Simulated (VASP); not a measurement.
# CdS (F-43m) in VASP: a series of runs, part 2 of 2

VASP 6.6.1. The steps go on from the part before.

## Step 3: Single point, r2SCAN

File POSCAR:

```
CdS
1.0
    0.0000000000      2.9392148400      2.9392148400
    2.9392148400      0.0000000000      2.9392148400
    2.9392148400      2.9392148400      0.0000000000
Cd S
1 1
Direct
    0.0000000000      0.0000000000      0.0000000000
    0.2500000000      0.2500000000      0.2500000000
```

File INCAR.step1:

```
PREC = Accurate ; ENCUT = 520
ISMEAR = 0 ; SIGMA = 0.01
LREAL = F ; LASPH = T
NELM = 80 ; NBANDS = 16
GGA = PE ; ALGO = Normal
EDIFF = 1E-4 ; LWAVE = T
LCHARG = F
```

File INCAR.step2:

```
PREC = Accurate ; ENCUT = 520
EDIFF = 1E-7 ; ISMEAR = 0
SIGMA = 0.01 ; LREAL = F
LASPH = T ; NELM = 80
ALGO = Normal ; ISIF = 2
LWAVE = F ; LCHARG = F
METAGGA = R2SCAN ; LMIXTAU = T
NBANDS = 16 ; ISTART = 1
```

File KPOINTS:

```
Automatic mesh
0
Gamma
  6 6 6
```

Potentials or basis: VASP PAW PBE potentials, release 64 (Cd, S).

On the command line:

```console
$ cat potpaw_PBE.64/Cd/POTCAR potpaw_PBE.64/S/POTCAR > POTCAR
$ cp INCAR.step1 INCAR
$ mpirun -np 1 vasp_std > vasp.out
$ cp INCAR.step2 INCAR
$ mpirun -np 1 vasp_std > vasp.out
```

OUTCAR:

```text
PREC = Accurate
   ENCUT = 520
   EDIFF = 1E-7
   ISMEAR = 0
   LREAL = F
   LASPH = T
   NELM = 80
   ISIF = 2
   METAGGA = R2SCAN
   ISTART = 1

 ion  position               nearest neighbor table
   1  0.000  0.000  0.000-   2 2.55   2 2.55   2 2.55   2 2.55
   2  0.250  0.250  0.250-   1 2.55   1 2.55   1 2.55   1 2.55

  LATTYP: Found a face centered cubic cell.
 ALAT       =     5.8784296800

  Lattice vectors:

 A1 = (   0.0000000000,   2.9392148400,   2.9392148400)
 A2 = (   2.9392148400,   0.0000000000,   2.9392148400)
 A3 = (   2.9392148400,   2.9392148400,   0.0000000000)

Analysis of symmetry for initial positions (statically):
=====================================================================
 Subroutine PRICEL returns:
 Original cell was already a primitive cell.

 Routine SETGRP: Setting up the symmetry group for a
 face centered cubic supercell.

 Subroutine GETGRP returns: Found 24 space group operations
 (whereof 24 operations were pure point group operations)
 out of a pool of 48 trial point group operations.

The static configuration has the point symmetry T_d .

Analysis of symmetry for dynamics (positions and initial velocities):
=====================================================================
 Subroutine PRICEL returns:
 Original cell was already a primitive cell.

 Routine SETGRP: Setting up the symmetry group for a
 face centered cubic supercell.

 Subroutine GETGRP returns: Found 24 space group operations
 (whereof 24 operations were pure point group operations)
 out of a pool of 48 trial point group operations.

The dynamic configuration has the point symmetry T_d .

 Subroutine INISYM returns: Found 24 space group operations
 (whereof 24 operations are pure point group operations),
 and found     1 'primitive' translations
[... 99 lines left out ...]
   EMIN   =  10.00;   EMAX   =-10.00  energy-range for DOS
   EFERMI =   0.00;   METHOD = LEGACY
   ISMEAR =     0;   SIGMA  =   0.01  broadening in eV -4-tet -1-fermi 0-gaus
   EFERMI_NEDOS =   21; number of points for ismear=-14 and -15
   IALGO  =     38    algorithm
   IMIX   =      4    mixing-type and parameters
     AMIX     =   0.40;   BMIX     =  1.00
     AMIX_MAG =   1.60;   BMIX_MAG =  1.00
  volume/ion in A,a.u.               =      25.39       171.35
  Fermi-wavevector in a.u.,A,eV,Ry     =   1.158575  2.189390 18.263062  1.342297
  Thomas-Fermi vector in A             =   2.295176
   LORBIT       =      0    0 simple, 1 ext, 2 COOP (PROOUT), +10 PAW based schemes
   METAGGA = R2SCAN    functional components
   LHFCALC =     F    Hartree Fock is set to
   AEXX    =    0.0000 exact exchange contribution
   IVDW    =     0    specifies the selected vdW correction
   LEPSILON=     F    determine dielectric tensor
   LRPA    =     F    only Hartree local field effects (RPA)
 non-spin polarized calculation
 Gauss-broadening in eV      SIGMA  =   0.01
  energy-cutoff  :      520.00
  volume of cell :       50.78
 maximum number of plane-waves:      1381
   NGX = 15   NGY = 15   NGZ = 15

 number of electron      18.0000005 magnetization

 Free energy of the ion-electron system (eV)
  ---------------------------------------------------
  ext. energy  EPLUGINS =         0.00000000
  ---------------------------------------------------
  free energy    TOTEN  =       -29.68435415 eV

  energy without entropy =      -29.68435415  energy(sigma->0) =      -29.68435415

 E-fermi :   0.9719     XC(G=0):  -9.6185

 val. band max:        0.8541604155   @ k =   0.0000   0.0000   0.0000
 cond. band min:       2.3914926190   @ k =   0.0000   0.0000   0.0000
 fundamental gap:      1.5373322035
 Fermi energy:         0.9719255157

 k-point     1 :       0.0000    0.0000    0.0000
  band No.  band energies     occupation
      1     -11.8768      2.00000
      2      -7.0333      2.00000
      3      -7.0333      2.00000
      4      -7.0333      2.00000
      5      -6.5529      2.00000
      6      -6.5529      2.00000
[... 281 lines left out ...]
      3      -6.7617      2.00000
      4      -6.6312      2.00000
      5      -6.5121      2.00000
      6      -5.9901      2.00000
[... 8 lines left out ...]
     15      14.6695      0.00000
     16      14.7252      0.00000

------------------------ aborting loop because EDIFF is reached ----------------------------------------

  FORCE on cell =-STRESS in cart. coord.  units (eV):
  Direction    XX          YY          ZZ          XY          YZ          ZX
  --------------------------------------------------------------------------------------
  -------------------------------------------------------------------------------------
  Total        0.0918105      0.0918105      0.0918105      0.0000000      0.0000000     -0.0000000
  in kB        2.8965346      2.8965346      2.8965346      0.0000000      0.0000000     -0.0000000
  external PRESSURE =       2.8965346 kB  Pullay stress =       0.0000000 kB

 VOLUME and BASIS-vectors are now :
 -----------------------------------------------------------------------------
  energy-cutoff  :      520.00
  volume of cell :       50.78
      direct lattice vectors                 reciprocal lattice vectors
     0.000000000  2.939214840  2.939214840    -0.170113458  0.170113458  0.170113458
     2.939214840  0.000000000  2.939214840     0.170113458 -0.170113458  0.170113458
     2.939214840  2.939214840  0.000000000     0.170113458  0.170113458 -0.170113458

 POSITION                                       TOTAL-FORCE (eV/Angst)
 -----------------------------------------------------------------------------------
      0.00000      0.00000      0.00000        -0.000000     -0.000000     -0.000000
      1.46961      1.46961      1.46961         0.000000      0.000000      0.000000
 -----------------------------------------------------------------------------------
    total drift:                               -0.000004     -0.000004     -0.000004

  FREE ENERGIE OF THE ION-ELECTRON SYSTEM (eV)
  ---------------------------------------------------
  free  energy   TOTEN  =       -29.6843541498 eV

  energy  without entropy=      -29.6843541498  energy(sigma->0) =      -29.68435415
```

Run time: 31 s. Hardware: 1 thread of Intel Xeon 6975P-C (Granite Rapids), shared host; peak memory 0.18 GiB.

What came out:

```
Free energy            : -29.6844 eV
Pressure               : 0.3 GPa
Band gap on the k mesh : 1.54 eV, direct
```

Caveat: the PAW data sets were made with another functional, which shifts forces and pressure a little. r2SCAN opens gaps a little over a GGA but as a rule still falls short of measured ones.

## Step 4: Single point, PBE

File INCAR:

```
ALGO = Normal ; EDIFF = 1E-6
ENCUT = 520 ; GGA = PE
ISIF = 2 ; ISMEAR = 0
ISYM = 0 ; LASPH = True
LCHARG = False ; LREAL = False
LWAVE = False ; NBANDS = 16
NELM = 80 ; PREC = Accurate
SIGMA = 0.01
```

File KPOINTS:

```
Automatic mesh
0
Gamma
  6 6 6
  0 0 0.5
```

POSCAR is that of step 3.

On the command line:

```console
$ cat potpaw_PBE.64/Cd/POTCAR potpaw_PBE.64/S/POTCAR > POTCAR
$ mpirun -np 1 vasp_std > vasp.out
```

Wall time 1.7 min (1 thread of Intel Xeon 6975P-C (Granite Rapids), shared host); peak memory 0.45 GiB.

It converged, with:

| Item | Value |
| --- | --- |
| Free energy | -6.1396 eV |
| Pressure | 1.7 GPa |
| Band gap on the k mesh | 1.64 eV, direct |

Levels at points of the mesh, in eV from the valence-band top:
| k point | band 5 | band 6 | band 7 | band 8 | band 9 | band 10 | band 11 | band 12 | band 13 | band 14 |
| --- | --- | --- | --- | --- | --- | --- | --- | --- | --- | --- |
| (0.00, 0.00, 0.08) | -7.14 | -7.14 | -0.51 | 0.00 | 0.00 | 1.64 | 6.46 | 6.70 | 6.70 | 11.15 |

## Step 5: Single point, PBE

File INCAR:

```
PREC     = Accurate       # precision mode
ENCUT    = 540            # plane-wave cutoff, eV
EDIFF    = 1E-6           # SCF threshold, eV
ISMEAR   = 0              # smearing method
SIGMA    = 0.5            # smearing width, eV
LREAL    = F              # projectors in reciprocal space
LASPH    = T              # aspherical terms in the spheres
NELM     = 120            # most SCF steps
ALGO     = Normal         # electronic algorithm
ISIF     = 2              # what is computed and relaxed
LWAVE    = F              # write WAVECAR
LCHARG   = F              # write CHGCAR
GGA      = PE             # functional
NBANDS   = 20             # bands
GGA_COMPAT= F
```

File KPOINTS:

```
Automatic mesh
0
Gamma
  6 6 6
```

POSCAR is that of step 4.

Potentials or basis: VASP PAW PBE potentials, release 64 (Cd_sv_GW, S).

On the command line:

```console
$ cat potpaw_PBE.64/Cd_sv_GW/POTCAR potpaw_PBE.64/S/POTCAR > POTCAR
$ mpirun -np 1 vasp_std > vasp.out
```

Run time: 27 s. Hardware: 1 thread of AMD EPYC 7R13 (Zen 3), shared host; peak memory 0.16 GiB.

The run converged. Its results:

```yaml
Free_energy: -6.2102 eV
Pressure: 0.4 GPa
Band_gap_on_the_k_mesh: 1.09 eV, direct
```

Levels at points of the mesh, in eV from the valence-band top:
```csv
k point,band 11,band 12,band 13,band 14,band 15,band 16
"(0.00, 0.00, 0.00)",0.00,0.00,0.00,1.09,6.56,6.56
"(0.50, 0.00, 0.00)",-4.26,-0.72,-0.72,2.98,7.02,7.02
"(0.50, 0.50, 0.00)",-3.85,-1.80,-1.80,3.60,4.33,9.10
```

## Step 6: Summary

```tsv
level	potentials or basis	k mesh	cutoff (eV)	smearing	second run	gap on the mesh (eV)	pressure (GPa)
PBE+D4	VASP PAW PBE potentials, release 64 (Cd, S)	6 × 6 × 6	520	gaussian 0.01 eV	-	1.10	-0.4
r2SCAN	VASP PAW PBE potentials, release 64 (Cd, S)	6 × 6 × 6	520	gaussian 0.01 eV	-	1.54	0.3
PBE	VASP PAW PBE potentials, release 64 (Cd, S)	6 × 6 × 6, shifted	520	gaussian 0.01 eV	-	1.64	1.7
PBE	VASP PAW PBE potentials, release 64 (Cd_sv_GW, S)	6 × 6 × 6	540	gaussian 0.5 eV	valence_matched	1.09	0.4
```

Alike in all rows: task single point; no spin polarisation; cell as given.

Caveats: the PAW data sets were made with another functional, which shifts forces and pressure a little (some runs).

Absolute energies hang on the potentials; compare differences alone.
